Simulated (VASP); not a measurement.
Set up this calculation in VASP 6.6.1, as the native input.

```
Task                   : single point
Functional             : PBE
Potentials or basis    : VASP PAW PBE potentials, release 64 (Be, C)
Cutoff                 : 600 eV
k mesh                 : 4 × 7 × 11
Occupations            : gaussian, width 0.1 eV
Spin                   : no spin polarisation
Dipole correction      : no
Further INCAR settings : ALGO = Normal; EDIFF = 1e-06; NBANDS = 11; ISYM = 0
```

The structure of Be2C lies in POSCAR:

```
Be2C
1.0
    0.0000000000      2.1622559729      2.1622559729
    2.1622559729      0.0000000000      2.1622559729
    2.1622559729      2.1622559729      0.0000000000
Be C
2 1
Direct
    0.7500000000      0.7500000000      0.7500000000
    0.2500000000      0.2500000000      0.2500000000
    0.0000000000      0.0000000000      0.0000000000
```

One way to write it, as run:

INCAR

```
SYSTEM = Be2C
PREC = Accurate
ENCUT = 600
EDIFF = 1E-6
ISMEAR = 0
SIGMA = 0.1
LREAL = .FALSE.
LASPH = .TRUE.
NELM = 120
ALGO = Normal
ISIF = 2
LWAVE = .FALSE.
LCHARG = .FALSE.
GGA = PE
ISYM = 0
NBANDS = 11
GGA_COMPAT = .FALSE.
```

KPOINTS

```
Automatic mesh
0
G
  4 7 11
  0 0 0
```

Potentials or basis: VASP PAW PBE potentials, release 64 (Be, C).

Launch:

```bash
$ cat potpaw_PBE.64/Be/POTCAR potpaw_PBE.64/C/POTCAR > POTCAR
$ mpirun -np 1 vasp_std > vasp.out
```

Results of the run:

```
Pressure               : 0.8 GPa
Band gap on the k mesh : 1.32 eV, indirect (least direct gap 4.13 eV)
```

Caveat: the k points lie up to 0.63 Å⁻¹ apart.

It took 9.9 s on 1 thread of Intel(R) Xeon(R) 6975P-C (Granite Rapids) (shared host), peak memory 0.16 GiB.
